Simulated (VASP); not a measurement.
# Sn (Im-3m) in VASP: a series of runs, part 2 of 2

VASP 6.6.1. Earlier steps stand in the parts before.

## Step 3: Single point, PBEsol

This run uses another cell than the first one, of 26.07 Å³/atom, 0.893 times its volume.

Input file INCAR:

```
  PREC = Accurate
  ENCUT = 520
  EDIFF = 1E-6
  ISMEAR = -1
  SIGMA = 0.1
  LREAL = F
  LASPH = T
  NELM = 80
  ALGO = Normal
  ISIF = 2
  LWAVE = F
  LCHARG = F
  GGA = PS
  NBANDS = 13
```

Input file KPOINTS:

```
Automatic mesh
0
Gamma
  19 19 19
```

Input file POSCAR:

```
Sn
1.0
   -1.8678360732      1.8678360732      1.8678360732
    1.8678360732     -1.8678360732      1.8678360732
    1.8678360732      1.8678360732     -1.8678360732
Sn
1
Direct
    0.0000000000      0.0000000000      0.0000000000
```

Potentials or basis: VASP PAW PBE potentials, release 64 (Sn_d).

On the command line:

```bash
$ cat potpaw_PBE.64/Sn_d/POTCAR > POTCAR
$ mpirun -np 1 vasp_std > vasp.out
```

OUTCAR:

```text
PREC = Accurate
   ENCUT = 520
   EDIFF = 1E-6
   ISMEAR = -1
   LREAL = F
   LASPH = T
   NELM = 80
   ISIF = 2
   GGA = PS

 ion  position               nearest neighbor table
   1  0.000  0.000  0.000-

  LATTYP: Found a body centered cubic cell.
 ALAT       =     3.7356721464

  Lattice vectors:

 A1 = (  -1.8678360732,   1.8678360732,   1.8678360732)
 A2 = (   1.8678360732,  -1.8678360732,   1.8678360732)
 A3 = (   1.8678360732,   1.8678360732,  -1.8678360732)

Analysis of symmetry for initial positions (statically):
=====================================================================
 Subroutine PRICEL returns:
 Original cell was already a primitive cell.

 Routine SETGRP: Setting up the symmetry group for a
 body centered cubic supercell.

 Subroutine GETGRP returns: Found 48 space group operations
 (whereof 48 operations were pure point group operations)
 out of a pool of 48 trial point group operations.

The static configuration has the point symmetry O_h .

Analysis of symmetry for dynamics (positions and initial velocities):
=====================================================================
 Subroutine PRICEL returns:
 Original cell was already a primitive cell.

 Routine SETGRP: Setting up the symmetry group for a
 body centered cubic supercell.

 Subroutine GETGRP returns: Found 48 space group operations
 (whereof 48 operations were pure point group operations)
 out of a pool of 48 trial point group operations.

The dynamic configuration has the point symmetry O_h .

 Subroutine INISYM returns: Found 48 space group operations
 (whereof 48 operations are pure point group operations),
 and found     1 'primitive' translations

----------------------------------------------------------------------------------------

                                     Primitive cell

  volume of cell :      26.0661

  direct lattice vectors                    reciprocal lattice vectors
    -1.867836073  1.867836073  1.867836073     0.000000000  0.267689444  0.267689444
     1.867836073 -1.867836073  1.867836073     0.267689444  0.000000000  0.267689444
     1.867836073  1.867836073 -1.867836073     0.267689444  0.267689444  0.000000000

  length of vectors
     3.235186979  3.235186979  3.235186979     0.378570042  0.378570042  0.378570042

  position of ions in fractional coordinates (direct lattice)
     0.000000000  0.000000000  0.000000000

  ion indices of the primitive-cell ions
   primitive index   ion index
                 1           1

----------------------------------------------------------------------------------------

 KPOINTS: Automatic mesh

Automatic generation of k-mesh.
 Grid dimensions read from file:
 generate k-points for:   19   19   19

 Generating k-lattice:

  Cartesian coordinates                     Fractional coordinates (reciprocal lattice)
     0.000000000  0.014088918  0.014088918     0.052631579  0.000000000  0.000000000
     0.014088918  0.000000000  0.014088918     0.000000000  0.052631579  0.000000000
     0.014088918  0.014088918  0.000000000     0.000000000  0.000000000  0.052631579

  Length of vectors
     0.019924739  0.019924739  0.019924739

  Shift w.r.t. Gamma in fractional coordinates (k-lattice)
     0.000000000  0.000000000  0.000000000

 Subroutine IBZKPT returns following result:
 ===========================================

 Found    220 irreducible k-points:

 Following reciprocal coordinates:
            Coordinates               Weight
  0.000000  0.000000  0.000000      1.000000
  0.052632  0.000000  0.000000     12.000000
  0.105263  0.000000  0.000000     12.000000
  0.157895  0.000000  0.000000     12.000000
  0.210526  0.000000  0.000000     12.000000
  0.263158  0.000000  0.000000     12.000000
[... 16 lines left out ...]
  0.263158  0.105263  0.000000     48.000000
  0.315789  0.105263 -0.000000     48.000000
 [... further k-points ...]
   k-points           NKPTS =    220   k-points in BZ     NKDIM =    220   number of bands    NBANDS=     13
   number of dos      NEDOS =    301   number of ions     NIONS =      1
   total plane-waves  NPLWV =  13824
   dimension x,y,z NGX =    24 NGY =   24 NGZ =   24
   dimension x,y,z NGXF=    48 NGYF=   48 NGZF=   48
   ions per type =               1
   NGX,Y,Z   is equivalent  to a cutoff of  12.33, 12.33, 12.33 a.u.
   NGXF,Y,Z  is equivalent  to a cutoff of  24.67, 24.67, 24.67 a.u.
 SYSTEM =  unknown system
   PREC   = accura    normal or accurate (medium, high low for compatibility)
   ISTART =      0    job   : 0-new  1-cont  2-samecut
   ICHARG =      2    charge: 1-file 2-atom 10-const
   ISPIN  =      1    spin polarized calculation?
   LNONCOLLINEAR =      F non collinear calculations
   LSORBIT =      F    spin-orbit coupling
   LASPH  =      T    aspherical Exc in radial PAW
   ENCUT  =  520.0 eV  38.22 Ry    6.18 a.u.   6.02  6.02  6.02*2*pi/ulx,y,z
   NELM   =     80;   NELMIN=  2; NELMDL= -5     # of ELM steps
   EDIFF  = 0.1E-05   stopping-criterion for ELM
   LREAL  =      F    real-space projection
   EDIFFG = 0.1E-04   stopping-criterion for IOM
   NSW    =      0    number of steps for IOM
   IBRION =     -1    ionic relax: 0-MD 1-quasi-New 2-CG
   NFREE  =      0    steps in history (QN), initial steepest desc. (CG)
   ISIF   =      2    stress and relaxation
   ISYM   =      2    0-nonsym 1-usesym 2-fastsym
   POTIM  = 0.5000    time-step for ionic-motion
   TEBEG  =    0.0;   TEEND  =   0.0 temperature during run
   PSTRESS=    0.0 pullay stress
   NELECT =      14.0000    total number of electrons
   NUPDOWN=      -1.0000    fix difference up-down
   EMIN   =  10.00;   EMAX   =-10.00  energy-range for DOS
   EFERMI =   0.00;   METHOD = LEGACY
   ISMEAR =    -1;   SIGMA  =   0.10  broadening in eV -4-tet -1-fermi 0-gaus
   EFERMI_NEDOS =   21; number of points for ismear=-14 and -15
   IALGO  =     38    algorithm
   IMIX   =      4    mixing-type and parameters
     AMIX     =   0.40;   BMIX     =  1.00
     AMIX_MAG =   1.60;   BMIX_MAG =  1.00
  volume/ion in A,a.u.               =      26.07       175.90
  Fermi-wavevector in a.u.,A,eV,Ry     =   1.330737  2.514727 24.094010  1.770860
  Thomas-Fermi vector in A             =   2.459801
   LORBIT       =      0    0 simple, 1 ext, 2 COOP (PROOUT), +10 PAW based schemes
   GGA     = PS    functional components
   LHFCALC =     F    Hartree Fock is set to
   AEXX    =    0.0000 exact exchange contribution
   IVDW    =     0    specifies the selected vdW correction
   LEPSILON=     F    determine dielectric tensor
   LRPA    =     F    only Hartree local field effects (RPA)
 non-spin polarized calculation
  energy-cutoff  :      520.00
  volume of cell :       26.07
 maximum number of plane-waves:       718
   NGX = 13   NGY = 13   NGZ = 13

 number of electron      13.9999991 magnetization

 Free energy of the ion-electron system (eV)
  ---------------------------------------------------
  ext. energy  EPLUGINS =         0.00000000
  ---------------------------------------------------
  free energy    TOTEN  =        -4.24017532 eV

  energy without entropy =       -4.22228746  energy(sigma->0) =       -4.23123139

 E-fermi :   8.4247     XC(G=0): -10.7038

 val. band max:        8.3969387722   @ k =  -0.2632   0.4737   0.0526
 cond. band min:       8.4437816728   @ k =  -0.3158   0.3158   0.1579
 fundamental gap:      0.0468429005
 Fermi energy:         8.4246937609

 k-point     1 :       0.0000    0.0000    0.0000
  band No.  band energies     occupation
      1     -13.0300      2.00000
      2     -13.0300      2.00000
      3     -13.0300      2.00000
      4     -12.8712      2.00000
      5     -12.8712      2.00000
      6      -2.9665      2.00000
      7      16.7884      0.00000
      8      16.7884      0.00000
      9      16.7884      0.00000
     10      20.6518      0.00000
     11      20.6518      0.00000
     12      20.6518      0.00000
     13      21.5118      0.00000
[... 353 lines left out ...]
 k-point    24 :       0.3158    0.1053   -0.0000
  band No.  band energies     occupation
      1     -13.0641      2.00000
      2     -13.0003      2.00000
      3     -12.8912      2.00000
      4     -12.8796      2.00000
      5     -12.8214      2.00000
      6       0.2752      2.00000
      7       6.5934      2.00000
      8      11.2774      0.00000
      9      13.6024      0.00000
     10      17.4944      0.00000
     11      19.2221      0.00000
     12      21.3949      0.00000
     13      24.9224      0.00000

 [... further k-points ...]

------------------------ aborting loop because EDIFF is reached ----------------------------------------

  FORCE on cell =-STRESS in cart. coord.  units (eV):
  Direction    XX          YY          ZZ          XY          YZ          ZX
  --------------------------------------------------------------------------------------
  -------------------------------------------------------------------------------------
  Total        0.0232818      0.0232818      0.0232818     -0.0000000      0.0000000      0.0000000
  in kB        1.4310363      1.4310363      1.4310363     -0.0000000      0.0000000      0.0000000
  external PRESSURE =       1.4310363 kB  Pullay stress =       0.0000000 kB

 VOLUME and BASIS-vectors are now :
 -----------------------------------------------------------------------------
  energy-cutoff  :      520.00
  volume of cell :       26.07
      direct lattice vectors                 reciprocal lattice vectors
    -1.867836073  1.867836073  1.867836073     0.000000000  0.267689444  0.267689444
     1.867836073 -1.867836073  1.867836073     0.267689444  0.000000000  0.267689444
     1.867836073  1.867836073 -1.867836073     0.267689444  0.267689444  0.000000000

 POSITION                                       TOTAL-FORCE (eV/Angst)
 -----------------------------------------------------------------------------------
      0.00000      0.00000      0.00000        -0.000000      0.000000      0.000000
 -----------------------------------------------------------------------------------
    total drift:                               -0.000000      0.000000     -0.000000

  FREE ENERGIE OF THE ION-ELECTRON SYSTEM (eV)
  ---------------------------------------------------
  free  energy   TOTEN  =        -4.2401753218 eV

  energy  without entropy=       -4.2222874599  energy(sigma->0) =       -4.23123139
```

OSZICAR:

```text
N       E                     dE             d eps       ncg     rms          rms(c)
DAV:   1     0.795279231186E+02    0.79528E+02   -0.71940E+03  5947   0.163E+03
DAV:   2     0.115436660570E+01   -0.78374E+02   -0.75947E+02  6050   0.336E+02
DAV:   3    -0.415289654913E+01   -0.53073E+01   -0.52854E+01  6861   0.720E+01
DAV:   4    -0.425912842777E+01   -0.10623E+00   -0.10621E+00  6755   0.108E+01
DAV:   5    -0.426280071703E+01   -0.36723E-02   -0.36722E-02  7333   0.197E+00    0.146E+00
DAV:   6    -0.424567427223E+01    0.17126E-01   -0.17757E-02  7270   0.241E+00    0.781E-01
DAV:   7    -0.424049376682E+01    0.51805E-02   -0.97357E-03  7175   0.168E+00    0.125E-01
DAV:   8    -0.424017478120E+01    0.31899E-03   -0.73888E-04  7005   0.470E-01    0.212E-02
DAV:   9    -0.424017492122E+01   -0.14002E-06   -0.13632E-05  7900   0.446E-02    0.132E-02
DAV:  10    -0.424017532180E+01   -0.40058E-06   -0.83030E-07  4902   0.946E-03
   1 F= -.42401753E+01 E0= -.42312314E+01  d E =-.178879E-01
```

It used 20 s of CPU time on 1 thread of Intel Xeon 6975P-C, with other jobs on the host.

What came out:

- Free energy: -4.2402 eV
- Pressure: 0.1 GPa
- Band gap on the k mesh: zero (band 7 reaches 16.79 eV, above the bottom of band 8 at 5.90 eV)

Levels at points of the mesh, in eV from the Fermi level:
| k point | band 4 | band 5 | band 6 | band 7 | band 8 | band 9 | band 10 | band 11 |
| --- | --- | --- | --- | --- | --- | --- | --- | --- |
| (0.00, 0.00, 0.00) | -21.30 | -21.30 | -11.39 | 8.36 | 8.36 | 8.36 | 12.23 | 12.23 |

Caveat: the PAW data sets were made with another functional, which shifts forces and pressure a little; spin-orbit coupling is left out, which moves the levels of the heavy elements.

## Step 4: Relaxation of cell and atoms, PBEsol

This run uses another cell than the first one, of 28.03 Å³/atom, 0.960 times its volume.

Input file INCAR:

```
  PREC = Accurate
  ENCUT = 600
  EDIFF = 1E-6
  ISMEAR = -1
  SIGMA = 0.1
  LREAL = False
  LASPH = True
  NELM = 60
  ALGO = Normal
  ISIF = 3
  LWAVE = False
  LCHARG = False
  GGA = PS
  IBRION = 2
  NSW = 80
  EDIFFG = -0.01
```

Input file KPOINTS:

```
Automatic mesh
0
Gamma
  12 12 12
```

Input file POSCAR:

```
Sn
1.0
   -1.9137253733      1.9137253733      1.9137253733
    1.9137253733     -1.9137253733      1.9137253733
    1.9137253733      1.9137253733     -1.9137253733
Sn
1
Direct
    0.0000000000      0.0000000000      0.0000000000
```

On the command line:

```bash
$ cat potpaw_PBE.64/Sn_d/POTCAR > POTCAR
$ mpirun -np 1 vasp_std > vasp.out
```

Wall time 57 s (1 thread of Intel Xeon 6975P-C, shared host); peak memory 0.18 GiB.

The run converged. Its results:

```
Free energy                            : -4.2420 eV
Relaxed volume                         : 26.06 Å³/atom
Relaxed cell                           : a = 3.235 Å, b = 3.235 Å, c = 3.235 Å, α = 109.47°, β = 109.47°, γ = 109.47°
Space group after relaxing (to 0.05 Å) : Im-3m (No. 229)
Energy gained by relaxing              : 22.5 meV/atom
Ionic steps                            : 3
Pressure after relaxing                : 0.0 GPa
Band gap on the k mesh                 : zero (band 7 reaches 16.79 eV, above the bottom of band 8 at 5.84 eV)
```

The path:
```tsv
step	energy change (eV)	largest force (eV/Å)	pressure (GPa)	volume (Å³)
1	0.0000	0.0000	-3.42	28.03
2	-0.0215	0.0000	0.87	25.68
3	-0.0225	0.0000	0.01	26.06
```

Final structure:
```yaml
crystal:
  lattice:
    - [-1.86773, 1.86773, 1.86773]
    - [1.86773, -1.86773, 1.86773]
    - [1.86773, 1.86773, -1.86773]
  atoms:
    - { symbol: Sn, position: [0.00000, 0.00000, 0.00000] }
```

Levels at points of the mesh, in eV from the Fermi level:
| k point | band 5 | band 6 | band 7 | band 8 | band 9 | band 10 |
| --- | --- | --- | --- | --- | --- | --- |
| (0.00, 0.00, 0.00) | -21.35 | -11.45 | 8.31 | 8.31 | 8.31 | 12.17 |
| (0.50, 0.00, 0.00) | -21.26 | -6.51 | -4.68 | 3.71 | 5.54 | 8.17 |
| (0.50, 0.50, 0.50) | -21.28 | -2.28 | -0.56 | -0.56 | -0.56 | 3.79 |

Caveat: the PAW data sets were made with another functional, which shifts forces and pressure a little; spin-orbit coupling is left out, which moves the levels of the heavy elements.

## Step 5: Overview

```tsv
task	cell	k mesh	cutoff (eV)	gap on the mesh (eV)	pressure (GPa)
single point	a = 3.360 Å, angles 109.5°, 1 atom	13 × 13 × 13	520	none	-4.7
single point	a = 3.235 Å, angles 109.5°, 1 atom	19 × 19 × 19	520	none	0.1
relaxation of cell and atoms	relaxed from a = 3.315 Å, angles 109.5°, 1 atom	12 × 12 × 12	600	none	0.0
```

Alike in all rows: level PBEsol; potentials or basis VASP PAW PBE potentials, release 64 (Sn_d); no spin polarisation; smearing fermi-dirac 0.1 eV.

Caveats: the PAW data sets were made with another functional, which shifts forces and pressure a little; spin-orbit coupling is left out, which moves the levels of the heavy elements.

Absolute energies hang on the potentials; compare differences alone.
